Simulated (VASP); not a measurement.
# Tl2GeSe4 in VASP: single point with PBEsol

Aim: the single point of Tl2GeSe4 with PBEsol.

All numbers are computed with VASP 6.6.1; they aren't measurements. Logs are shortened: lines on timing, memory, paths and dates and some standing lists are left out, and cuts for length are marked.

### 1 The cell of the first run

The typed cell holds 7 atoms: a = 6.981 Å, b = 6.981 Å, c = 3.974 Å, α = 90.00°, β = 90.00°, γ = 107.27°.

### 2 Single point, PBEsol

Input file INCAR:

```
SYSTEM = Tl2GeSe4
PREC = Accurate
ENCUT = 520
EDIFF = 1E-6
ISMEAR = -1
SIGMA = 0.05
LREAL = .FALSE.
LASPH = .TRUE.
NELM = 80
ALGO = Normal
ISIF = 2
LWAVE = .FALSE.
LCHARG = .FALSE.
GGA = PS
NBANDS = 41
```

Input file KPOINTS:

```
regular mesh
0
G
  4 4 4
  0 0 0
```

Input file POSCAR:

```
Tl2GeSe4
1.0
    4.1394372393     -5.6207810562     -0.0002472831
    4.1390446827      5.6216314645     -0.0005494464
    0.0003369283      0.0001536025      3.9737006105
Tl Ge Se
2 1 4
Direct
    0.4976501877      0.0013543979      0.5048403492
   -0.0023700950      0.5013711758      0.5048262107
   -0.0023041687      0.0014342085      0.0048766426
    0.7787285102      0.7824642431      0.5049339297
    0.2166758791      0.2204027055      0.5049391149
    0.7576245950      0.2414034333      0.0048742754
    0.2376496526      0.7613910353      0.0048782473
```

Potentials or basis: VASP PAW PBE potentials, release 64 (Tl_d, Ge_d, Se).

Run with:

```
> cat potpaw_PBE.64/Tl_d/POTCAR potpaw_PBE.64/Ge_d/POTCAR potpaw_PBE.64/Se/POTCAR > POTCAR
> mpirun -np 1 vasp_std > vasp.out
```

OUTCAR:

```text
SYSTEM = Tl2GeSe4
   PREC = Accurate
   ENCUT = 520
   EDIFF = 1E-6
   ISMEAR = -1
   LREAL = .FALSE.
   LASPH = .TRUE.
   NELM = 80
   ISIF = 2
   GGA = PS

 ion  position               nearest neighbor table
   1  0.498  0.001  0.505-   4 2.82   5 2.82   7 2.87   6 2.87   7 2.87   6 2.87   2 4.14   2 4.14

   2  0.998  0.501  0.505-   4 2.82   5 2.82   6 2.87   7 2.87   6 2.87   7 2.87   1 4.14   1 4.14

   3  0.998  0.001  0.005-   4 2.69   5 2.69   4 2.69   5 2.69   7 2.70   6 2.70
   4  0.779  0.782  0.505-   3 2.69   3 2.69   1 2.82   2 2.82
   5  0.217  0.220  0.505-   3 2.69   3 2.69   2 2.82   1 2.82
   6  0.758  0.241  0.005-   3 2.70   2 2.87   1 2.87   2 2.87   1 2.87
   7  0.238  0.761  0.005-   3 2.70   1 2.87   2 2.87   1 2.87   2 2.87

  LATTYP: Found a simple monoclinic cell.
 ALAT       =     6.9810050501
 B/A-ratio  =     0.5692161228
 C/A-ratio  =     1.9526005192
 COS(beta)  =    -0.8722698551

  Lattice vectors:

 A1 = (   4.1390446827,   5.6216314645,  -0.0005494464)
 A2 = (  -0.0003369283,  -0.0001536025,  -3.9737006105)
 A3 = ( -12.4175266047,  -5.6224818728,   0.0013461759)

Analysis of symmetry for initial positions (statically):
=====================================================================
 Subroutine PRICEL returns:
 Original cell was already a primitive cell.

 Routine SETGRP: Setting up the symmetry group for a
 simple monoclinic supercell.

 Subroutine GETGRP returns: Found  1 space group operations
 (whereof  1 operations were pure point group operations)
 out of a pool of  4 trial point group operations.

The static configuration has the point symmetry C_1 .

Analysis of symmetry for dynamics (positions and initial velocities):
=====================================================================
 Subroutine PRICEL returns:
 Original cell was already a primitive cell.

 Routine SETGRP: Setting up the symmetry group for a
 simple monoclinic supercell.

 Subroutine GETGRP returns: Found  1 space group operations
 (whereof  1 operations were pure point group operations)
 out of a pool of  4 trial point group operations.

The dynamic configuration has the point symmetry C_1 .

 Subroutine INISYM returns: Found  1 space group operations
 (whereof  1 operations are pure point group operations),
 and found     1 'primitive' translations

----------------------------------------------------------------------------------------

                                     Primitive cell

  volume of cell :     184.9164

  direct lattice vectors                    reciprocal lattice vectors
     4.139437239 -5.620781056 -0.000247283     0.120804230 -0.088944662 -0.000006805
     4.139044683  5.621631465 -0.000549446     0.120785955  0.088953097 -0.000013680
     0.000336928  0.000153603  3.973700610     0.000024219  0.000006765  0.251654588

  length of vectors
     6.980553015  6.981005050  3.973700628     0.150016049  0.150006335  0.251654589

  position of ions in fractional coordinates (direct lattice)
     0.497650188  0.001354398  0.504840349
     0.997629905  0.501371176  0.504826211
     0.997695831  0.001434209  0.004876643
     0.778728510  0.782464243  0.504933930
     0.216675879  0.220402705  0.504939115
     0.757624595  0.241403433  0.004874275
     0.237649653  0.761391035  0.004878247

  ion indices of the primitive-cell ions
   primitive index   ion index
                 1           1
                 2           2
                 3           3
                 4           4
                 5           5
                 6           6
                 7           7

----------------------------------------------------------------------------------------

 KPOINTS: regular mesh

Automatic generation of k-mesh.
 Grid dimensions read from file:
 generate k-points for:    4    4    4

 Generating k-lattice:

  Cartesian coordinates                     Fractional coordinates (reciprocal lattice)
     0.030201057 -0.022236165 -0.000001701     0.250000000  0.000000000  0.000000000
     0.030196489  0.022238274 -0.000003420    -0.000000000  0.250000000  0.000000000
     0.000006055  0.000001691  0.062913647     0.000000000  0.000000000  0.250000000

  Length of vectors
     0.037504012  0.037501584  0.062913647

  Shift w.r.t. Gamma in fractional coordinates (k-lattice)
     0.000000000  0.000000000  0.000000000

 Subroutine IBZKPT returns following result:
 ===========================================

 Found     36 irreducible k-points:

 Following reciprocal coordinates:
            Coordinates               Weight
  0.000000  0.000000  0.000000      1.000000
  0.250000  0.000000 -0.000000      2.000000
  0.500000  0.000000 -0.000000      1.000000
 -0.000000  0.250000  0.000000      2.000000
  0.250000  0.250000 -0.000000      2.000000
  0.500000  0.250000  0.000000      2.000000
[... 16 lines left out ...]
  0.000000  0.500000  0.250000      2.000000
  0.250000  0.500000  0.250000      2.000000
 [... further k-points ...]
   k-points           NKPTS =     36   k-points in BZ     NKDIM =     36   number of bands    NBANDS=     41
   number of dos      NEDOS =    301   number of ions     NIONS =      7
   total plane-waves  NPLWV =  87480
   dimension x,y,z NGX =    54 NGY =   54 NGZ =   30
   dimension x,y,z NGXF=   108 NGYF=  108 NGZF=   60
   ions per type =               2   1   4
   NGX,Y,Z   is equivalent  to a cutoff of  12.86, 12.86, 12.55 a.u.
   NGXF,Y,Z  is equivalent  to a cutoff of  25.72, 25.72, 25.10 a.u.
 SYSTEM =  Tl2GeSe4
   PREC   = accura    normal or accurate (medium, high low for compatibility)
   ISTART =      0    job   : 0-new  1-cont  2-samecut
   ICHARG =      2    charge: 1-file 2-atom 10-const
   ISPIN  =      1    spin polarized calculation?
   LNONCOLLINEAR =      F non collinear calculations
   LSORBIT =      F    spin-orbit coupling
   LASPH  =      T    aspherical Exc in radial PAW
   ENCUT  =  520.0 eV  38.22 Ry    6.18 a.u.  12.98 12.98  7.39*2*pi/ulx,y,z
   NELM   =     80;   NELMIN=  2; NELMDL= -5     # of ELM steps
   EDIFF  = 0.1E-05   stopping-criterion for ELM
   LREAL  =      F    real-space projection
   EDIFFG = 0.1E-04   stopping-criterion for IOM
   NSW    =      0    number of steps for IOM
   IBRION =     -1    ionic relax: 0-MD 1-quasi-New 2-CG
   NFREE  =      0    steps in history (QN), initial steepest desc. (CG)
   ISIF   =      2    stress and relaxation
   ISYM   =      2    0-nonsym 1-usesym 2-fastsym
   POTIM  = 0.5000    time-step for ionic-motion
   TEBEG  =    0.0;   TEEND  =   0.0 temperature during run
   PSTRESS=    0.0 pullay stress
   NELECT =      64.0000    total number of electrons
   NUPDOWN=      -1.0000    fix difference up-down
   EMIN   =  10.00;   EMAX   =-10.00  energy-range for DOS
   EFERMI =   0.00;   METHOD = LEGACY
   ISMEAR =    -1;   SIGMA  =   0.05  broadening in eV -4-tet -1-fermi 0-gaus
   EFERMI_NEDOS =   21; number of points for ismear=-14 and -15
   IALGO  =     38    algorithm
   IMIX   =      4    mixing-type and parameters
     AMIX     =   0.40;   BMIX     =  1.00
     AMIX_MAG =   1.60;   BMIX_MAG =  1.00
  volume/ion in A,a.u.               =      26.42       178.27
  Fermi-wavevector in a.u.,A,eV,Ry     =   1.149414  2.172077 17.975362  1.321152
  Thomas-Fermi vector in A             =   2.286083
   LORBIT       =      0    0 simple, 1 ext, 2 COOP (PROOUT), +10 PAW based schemes
   GGA     = PS    functional components
   LHFCALC =     F    Hartree Fock is set to
   AEXX    =    0.0000 exact exchange contribution
   IVDW    =     0    specifies the selected vdW correction
   LEPSILON=     F    determine dielectric tensor
   LRPA    =     F    only Hartree local field effects (RPA)
 non-spin polarized calculation
  energy-cutoff  :      520.00
  volume of cell :      184.92
 maximum number of plane-waves:      5007
 NGX is ok and might be reduce to    54
   NGX = 25   NGY = 25   NGZ = 15

 number of electron      63.9999999 magnetization

 Free energy of the ion-electron system (eV)
  ---------------------------------------------------
  ext. energy  EPLUGINS =         0.00000000
  ---------------------------------------------------
  free energy    TOTEN  =       -26.62675439 eV

  energy without entropy =      -26.61050713  energy(sigma->0) =      -26.61863076

 E-fermi :   3.9532     XC(G=0):  -9.5445

 val. band max:        3.8541552554   @ k =  -0.2500   0.2500   0.5000
 cond. band min:       3.9646164999   @ k =  -0.0000   0.2500   0.5000
 fundamental gap:      0.1104612445
 Fermi energy:         3.9532437921

 k-point     1 :       0.0000    0.0000    0.0000
  band No.  band energies     occupation
      1     -20.8953      2.00000
      2     -20.8795      2.00000
      3     -20.8793      2.00000
      4     -20.8779      2.00000
      5     -20.8715      2.00000
      6     -10.2686      2.00000
[... 33 lines left out ...]
     40       7.7016      0.00000
     41       8.6222      0.00000

 k-point     2 :       0.2500    0.0000   -0.0000
  band No.  band energies     occupation
      1     -20.8953      2.00000
      2     -20.8795      2.00000
      3     -20.8793      2.00000
      4     -20.8779      2.00000
      5     -20.8715      2.00000
      6     -10.1701      2.00000
[... 33 lines left out ...]
     40       8.4510      0.00000
     41       9.0051      0.00000

 k-point     3 :       0.5000    0.0000   -0.0000
  band No.  band energies     occupation
      1     -20.8953      2.00000
      2     -20.8795      2.00000
      3     -20.8793      2.00000
      4     -20.8779      2.00000
      5     -20.8715      2.00000
      6     -10.0289      2.00000
[... 33 lines left out ...]
     40       9.7365      0.00000
     41       9.7706      0.00000

 k-point     4 :      -0.0000    0.2500    0.0000
  band No.  band energies     occupation
      1     -20.8953      2.00000
      2     -20.8795      2.00000
      3     -20.8793      2.00000
      4     -20.8779      2.00000
      5     -20.8715      2.00000
      6     -10.1701      2.00000
[... 825 lines left out ...]
     40       9.3467      0.00000
     41       9.6972      0.00000

 k-point    23 :       0.0000    0.5000    0.2500
  band No.  band energies     occupation
      1     -20.8935      2.00000
      2     -20.8823      2.00000
      3     -20.8794      2.00000
      4     -20.8787      2.00000
      5     -20.8693      2.00000
      6      -9.7266      2.00000
[... 33 lines left out ...]
     40       9.4821      0.00000
     41       9.8512      0.00000

 k-point    24 :       0.2500    0.5000    0.2500
  band No.  band energies     occupation
      1     -20.8935      2.00000
      2     -20.8823      2.00000
      3     -20.8794      2.00000
      4     -20.8787      2.00000
      5     -20.8693      2.00000
      6      -9.6608      2.00000
[... 33 lines left out ...]
     40       9.3292      0.00000
     41       9.4997      0.00000

 [... further k-points ...]

------------------------ aborting loop because EDIFF is reached ----------------------------------------

  FORCE on cell =-STRESS in cart. coord.  units (eV):
  Direction    XX          YY          ZZ          XY          YZ          ZX
  --------------------------------------------------------------------------------------
  -------------------------------------------------------------------------------------
  Total        0.0511800      0.0610982      0.0489103     -0.0010618      0.0000189      0.0003579
  in kB        0.4434407      0.5293752      0.4237754     -0.0092002      0.0001637      0.0031010
  external PRESSURE =       0.4655304 kB  Pullay stress =       0.0000000 kB

 VOLUME and BASIS-vectors are now :
 -----------------------------------------------------------------------------
  energy-cutoff  :      520.00
  volume of cell :      184.92
      direct lattice vectors                 reciprocal lattice vectors
     4.139437239 -5.620781056 -0.000247283     0.120804230 -0.088944662 -0.000006805
     4.139044683  5.621631465 -0.000549446     0.120785955  0.088953097 -0.000013680
     0.000336928  0.000153603  3.973700610     0.000024219  0.000006765  0.251654588

 POSITION                                       TOTAL-FORCE (eV/Angst)
 -----------------------------------------------------------------------------------
      2.06577     -2.78949      2.00596         0.000140      0.000279     -0.000161
      6.20499     -2.78886      2.00551         0.000024      0.000083      0.000028
      4.13584     -5.59977      0.01913        -0.000022      0.000094      0.000884
      6.46232      0.02174      2.00583        -0.006007      0.000074     -0.000146
      1.80934      0.02121      2.00630         0.005713     -0.000100     -0.000112
      4.13532     -2.90136      0.01905         0.000042      0.003737     -0.000235
      4.13517      2.94448      0.01891         0.000109     -0.004167     -0.000258
 -----------------------------------------------------------------------------------
    total drift:                               -0.000134      0.000062      0.000471

  FREE ENERGIE OF THE ION-ELECTRON SYSTEM (eV)
  ---------------------------------------------------
  free  energy   TOTEN  =       -26.6267543928 eV

  energy  without entropy=      -26.6105071304  energy(sigma->0) =      -26.61863076
```

It took 3.6 min on 1 thread of AMD EPYC 7R13 (Zen 3), shared host; peak memory 0.4 GiB.

What came out:

```
Free energy            : -26.6268 eV
Pressure               : 0.0 GPa
Largest force          : 0.006 eV/Å
Band gap on the k mesh : zero (bands 32 and 33 overlap by 1.12 eV)
```

Forces in eV/Å, atoms in the order of the input:
```
Tl   0.000  0.000  0.000
Tl   0.000  0.000  0.000
Ge   0.000  0.000  0.001
Se  -0.006  0.000  0.000
Se   0.006  0.000  0.000
Se   0.000  0.004  0.000
Se   0.000 -0.004  0.000
```

Caveat: the k points lie up to 0.40 Å⁻¹ apart, too coarse for converged energies and pressures of a metal; the PAW data sets were made with another functional, which shifts forces and pressure a little; spin-orbit coupling is left out, which moves the levels of the heavy elements.
